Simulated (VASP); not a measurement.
Write the native input for VASP 6.6.1 that does the following.

- Task: single point
- Functional: PBE
- Potentials or basis: VASP PAW PBE potentials, release 64 (C)
- Cutoff: 520 eV
- k mesh: 3 × 3 × 3
- Occupations: fermi-dirac, width 0.3 eV
- Spin: no spin polarisation
- Dipole correction: no
- Further INCAR settings: LREAL = Auto; ALGO = Normal; EDIFF = 1e-06; NBANDS = 46

The structure of C lies in POSCAR:

```
C
1.0
    0.0000000000      3.6285350000      3.6285350000
    3.6285350000      0.0000000000      3.6285350000
    3.6285350000      3.6285350000      0.0000000000
C
16
Direct
    0.0436815409     -0.0065591210     -0.0441224902
    0.1437219153      0.1597338871      0.1039537995
    0.0084331555     -0.0052362730      0.4895364107
    0.1157078545      0.1258496886      0.6478785515
   -0.0138347846      0.5259698473     -0.0247482800
    0.1024931550      0.6200574061      0.1143161083
   -0.0102658511      0.4856918839      0.5198103367
    0.1398360495      0.6026950271      0.6353528352
    0.4905147670      0.0218132111     -0.0089705625
    0.6308193252      0.1226528062      0.1256843327
    0.5017038557     -0.0178171080      0.5481413298
    0.6305299522      0.1294737408      0.6083171307
    0.4799733226      0.4707409464      0.0074685789
    0.6058643502      0.6458805000      0.1230799758
    0.5218359476      0.4928159712      0.4971979049
    0.6089647750      0.6262444761      0.6571384870
```

These files were run (other wordings do the same):

INCAR

```
ALGO = Normal ; EDIFF = 1E-6
ENCUT = 520 ; GGA = PE
ISIF = 2 ; ISMEAR = -1
LASPH = True ; LCHARG = False
LREAL = Auto ; LWAVE = False
NBANDS = 46 ; NELM = 100
PREC = Accurate ; SIGMA = 0.3
```

KPOINTS

```
k-points
0
Gamma
  3 3 3
```

Potentials or basis: VASP PAW PBE potentials, release 64 (C).

Run with:

```console
$ cat potpaw_PBE.64/C/POTCAR > POTCAR
$ mpirun -np 1 vasp_std > vasp.out
```

It gave:

The pressure is -5.3 GPa, the largest force is 13.535 eV/Å and the band gap on the k mesh is 2.39 eV.

Caveat: the k points lie up to 0.50 Å⁻¹ apart; an odd mesh through Γ misses points on the zone boundary, where band edges can lie; forces of over 1 eV/Å act on the atoms, so gaps and moduli don't describe the material at rest.

Wall time 3.7 min on 1 thread of AMD EPYC 7R13, on a shared host, peak memory 0.21 GiB.
